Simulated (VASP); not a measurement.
Si16Au (a cell with a defect): single point with LDA

System: Si16Au (a cell with a defect).

```xyz
17
Lattice="0.0000 5.4019 -5.4019 5.4019 5.4019 0.0000 5.4019 0.0000 -5.4019" Properties=species:S:1:pos:R:3 pbc="T T T"
Si    1.5192    1.4779   -1.5551
Si    4.0611    4.1729   -1.2772
Si    1.5192    3.9240   -3.8468
Si    3.9856    6.8335   -4.0173
Si    4.0611    1.2290   -4.1247
Si    6.6377    4.0254   -4.0654
Si    3.9856    3.9704   -6.7865
Si    6.6377    6.7785   -6.7385
Si    5.4097    5.5061   -2.7652
Si    3.0626    2.7010   -2.7010
Si    5.4336    8.1257   -5.2787
Si    2.8450    5.4019   -5.4019
Si    7.9402    5.4019   -5.4019
Si    5.4336    2.6782   -5.5252
Si    7.9694    8.1029   -8.1029
Si    5.4097    5.2977   -8.0387
Au    0.3960    0.0000    0.0000
```

```json
{"Program": "VASP 6.6.1", "Task": "single point", "Functional": "LDA", "Potentials or basis": "VASP PAW LDA potentials, release 64 (Si, Au)", "Cutoff": "520 eV", "k mesh": "3 × 3 × 3", "Occupations": "gaussian, width 0.02 eV", "Spin": "no spin polarisation"}
```

* Largest force: 0.048 eV/Å

Forces on the atoms (eV/Å):
```
Si   0.022 -0.002 -0.004
Si  -0.016 -0.003 -0.038
Si   0.022  0.002  0.004
Si  -0.015  0.015  0.015
Si  -0.016  0.003  0.038
Si   0.019 -0.012  0.015
Si  -0.015 -0.015 -0.015
Si   0.019  0.012 -0.015
Si  -0.007 -0.011 -0.021
Si  -0.024  0.000  0.000
Si   0.002 -0.030  0.002
Si   0.048  0.000  0.000
Si  -0.028  0.000  0.000
Si   0.002  0.030 -0.002
Si   0.003  0.000  0.000
Si  -0.007  0.011  0.021
Au  -0.006  0.000  0.000
```

Levels at points of the mesh, in eV from the Fermi level:
```tsv
k point	band 33	band 34	band 35	band 36	band 37	band 38	band 39	band 40	band 41	band 42
(0.00, 0.00, 0.00)	-1.08	-0.72	-0.48	-0.37	-0.08	0.23	0.41	0.53	0.65	0.75
```

Run time: 3.5 min on 1 thread of Intel(R) Xeon(R) 6975P-C (Granite Rapids), with other jobs on the host, peak memory 0.39 GiB.

Caveat: the cell carries a net charge on a neutralising background, which shifts energy and pressure; the cell is charged against a uniform background, so pressure and absolute levels hang on convention; spin-orbit coupling is left out, which moves the levels of the heavy elements.
